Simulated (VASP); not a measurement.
# In (C2/c) in VASP: notebook, part 2 of 2

VASP 6.6.1.

## 4. Single point, LDA (23.18 Å³/atom)

This run uses another cell than the first one, of 23.18 Å³/atom.

Input file INCAR:

```
PREC     = Accurate       # precision mode
ENCUT    = 520            # plane-wave cutoff, eV
EDIFF    = 1E-7           # SCF threshold, eV
ISMEAR   = -1             # smearing method
SIGMA    = 0.1            # smearing width, eV
LREAL    = F              # projectors in reciprocal space
LASPH    = T              # aspherical terms in the spheres
NELM     = 60             # most SCF steps
ALGO     = Normal         # electronic algorithm
ISIF     = 2              # what is computed and relaxed
LWAVE    = F              # write WAVECAR
LCHARG   = F              # write CHGCAR
NBANDS   = 20             # bands
```

Input file KPOINTS:

```
Automatic mesh
0
Gamma
  15 15 10
```

Input file POSCAR:

```
In
1.0
   -3.1935354058      2.8584601444      1.4648124666
    2.8584601444     -3.1935354058      1.4648124666
    2.8524000117      2.8524000117     -2.0785034214
In
2
Direct
    0.9915339069      0.0084660931      1.0000000000
    0.7584660931      0.2415339069      0.5000000000
```

Potentials or basis: VASP PAW LDA potentials, release 64 (In_d).

Command:

```sh
cat potpaw_LDA.64/In_d/POTCAR > POTCAR
mpirun -np 1 vasp_std > vasp.out
```

OUTCAR:

```text
PREC = Accurate
   ENCUT = 520
   EDIFF = 1E-7
   ISMEAR = -1
   LREAL = F
   LASPH = T
   NELM = 60
   ISIF = 2

 ion  position               nearest neighbor table
   1  0.992  0.008  0.000-   2 2.93   2 2.93   2 3.02   2 3.02   2 3.15   2 3.15
   2  0.758  0.242  0.500-   1 2.93   1 2.93   1 3.02   1 3.02   1 3.15   1 3.15

  Warning from LATTYP: Got some problem with cell dimensions!
  Tried to take original basis but could not verify dimensions!
  LATTYP: Found a base centered monoclinic cell.
 ALAT       =     2.9677016546
 B/A-ratio  =     2.8839874026
 C/A-ratio  =     1.2333998489
 COS(beta)  =    -0.0742419546

  Lattice vectors:

 A1 = (   3.1935354058,  -2.8584601444,  -1.4648124666)
 A2 = (  -2.8584601444,   3.1935354058,  -1.4648124666)
 A3 = (   2.5173247503,   2.5173247503,   0.8511215118)

Analysis of symmetry for initial positions (statically):
=====================================================================
 Subroutine PRICEL returns:
 Original cell was already a primitive cell.

 Routine SETGRP: Setting up the symmetry group for a
 base centered monoclinic supercell.

 Subroutine GETGRP returns: Found  4 space group operations
 (whereof  2 operations were pure point group operations)
[... 163 lines left out ...]

  energy without entropy =       -6.33613142  energy(sigma->0) =       -6.34798572

 E-fermi :   8.6792     XC(G=0): -11.0675

 val. band max:        8.6735792459   @ k =   0.3333   0.0667   0.1000
 cond. band min:       8.6796339093   @ k =  -0.3333  -0.4667   0.1000
 fundamental gap:      0.0060546634
 Fermi energy:         8.6792342918

 k-point     1 :       0.0000    0.0000    0.0000
  band No.  band energies     occupation
      1      -6.5112      2.00000
      2      -6.4683      2.00000
      3      -6.4180      2.00000
      4      -6.3766      2.00000
      5      -5.8634      2.00000
      6      -5.8572      2.00000
[... 541 lines left out ...]
     19      15.8809      0.00000
     20      16.6761      0.00000

 [... further k-points ...]

------------------------ aborting loop because EDIFF is reached ----------------------------------------

  FORCE on cell =-STRESS in cart. coord.  units (eV):
  Direction    XX          YY          ZZ          XY          YZ          ZX
  --------------------------------------------------------------------------------------
  -------------------------------------------------------------------------------------
  Total        1.4216973      1.4216973      1.5431478     -0.1344854     -0.0301163     -0.0301163
  in kB       49.1348840     49.1348840     53.3323009     -4.6479141     -1.0408397     -1.0408407
  external PRESSURE =      50.5340230 kB  Pullay stress =       0.0000000 kB

 VOLUME and BASIS-vectors are now :
 -----------------------------------------------------------------------------
  energy-cutoff  :      520.00
  volume of cell :       46.36
      direct lattice vectors                 reciprocal lattice vectors
    -3.193535406  2.858460144  1.464812467     0.053055044  0.218289798  0.372375635
     2.858460144 -3.193535406  1.464812467     0.218289798  0.053055044  0.372375635
     2.852400012  2.852400012 -2.078503421     0.191228604  0.191228604  0.043743466

 POSITION                                       TOTAL-FORCE (eV/Angst)
 -----------------------------------------------------------------------------------
     -3.14230      2.80722      1.46481        -0.020774      0.020774      0.000000
     -0.30557      2.82290      0.42556         0.020774     -0.020774     -0.000000
 -----------------------------------------------------------------------------------
    total drift:                               -0.000000      0.000000     -0.000000

  FREE ENERGIE OF THE ION-ELECTRON SYSTEM (eV)
  ---------------------------------------------------
  free  energy   TOTEN  =        -6.3598400307 eV

  energy  without entropy=       -6.3361314174  energy(sigma->0) =       -6.34798572
```

OSZICAR:

```text
N       E                     dE             d eps       ncg     rms          rms(c)
DAV:   1     0.216551204584E+03    0.21655E+03   -0.12795E+04 24496   0.188E+03
DAV:   2     0.103488856892E+02   -0.20620E+03   -0.20239E+03 24620   0.387E+02
DAV:   3    -0.594081220303E+01   -0.16290E+02   -0.16196E+02 27744   0.125E+02
DAV:   4    -0.643735839782E+01   -0.49655E+00   -0.49621E+00 29420   0.230E+01
DAV:   5    -0.646696565073E+01   -0.29607E-01   -0.29605E-01 35144   0.460E+00    0.506E+00
DAV:   6    -0.638235883381E+01    0.84607E-01   -0.13017E-01 33532   0.644E+00    0.230E+00
DAV:   7    -0.636196802366E+01    0.20391E-01   -0.35383E-02 33352   0.297E+00    0.458E-01
DAV:   8    -0.635983102130E+01    0.21370E-02   -0.30935E-03 31492   0.793E-01    0.475E-02
DAV:   9    -0.635983886474E+01   -0.78434E-05   -0.91827E-05 36272   0.957E-02    0.262E-02
DAV:  10    -0.635983996201E+01   -0.10973E-05   -0.44635E-06 37248   0.282E-02    0.711E-03
DAV:  11    -0.635984003073E+01   -0.68715E-07   -0.21286E-07 21988   0.464E-03
   1 F= -.63598400E+01 E0= -.63479857E+01  d E =-.237086E-01
```

stdout:

```text
POSCAR found type information on POSCAR In
 POSCAR found :  1 types and       2 ions
 scaLAPACK will be used
 LDA part: xc-table for (Slater(with rela. corr.)+CA(PZ))
 , standard interpolation
 POSCAR, INCAR and KPOINTS ok, starting setup
 FFT: planning ... GRIDC
 FFT: planning ... GRID_SOFT
 FFT: planning ... GRID
 WAVECAR not read
 entering main loop
```

Run time: 16 min. Hardware: 1 thread of Intel Xeon 8259CL, shared host; peak memory 0.53 GiB.

Results:

```
Free energy            : -6.3598 eV
Pressure               : 5.1 GPa
Largest force          : 0.029 eV/Å
Band gap on the k mesh : zero (bands 13 and 14 overlap by 7.42 eV)
```

Forces on the atoms (eV/Å):
```
In  -0.021  0.021  0.000
In   0.021 -0.021  0.000
```

Caveat: the cell stands under pressure; spin-orbit coupling is left out, which moves the levels of the heavy elements.

## 5. Summary

```csv
cell,k mesh,gap on the mesh (eV),pressure (GPa),largest force (eV/Å)
"a = 4.778, b = 4.778, c = 4.787 Å, angles 101.2, 101.2, 141.8°, 2 atoms",15 × 15 × 10,none,-3.0,0.01
"a = 4.657, b = 4.657, c = 4.666 Å, angles 101.2, 101.2, 141.8°, 2 atoms",11 × 11 × 8,none,0.0,-
"a = 4.529, b = 4.529, c = 4.538 Å, angles 101.2, 101.2, 141.8°, 2 atoms",15 × 15 × 10,none,5.1,0.03
```

Alike in all rows: task single point; level LDA; potentials or basis VASP PAW LDA potentials, release 64 (In_d); no spin polarisation; cutoff (eV) 520; smearing fermi-dirac 0.1 eV.

Caveats: spin-orbit coupling is left out, which moves the levels of the heavy elements; the cell stands under pressure (at least some runs).

Total energies depend on the potentials used, so only differences within one code and one set of settings carry meaning.
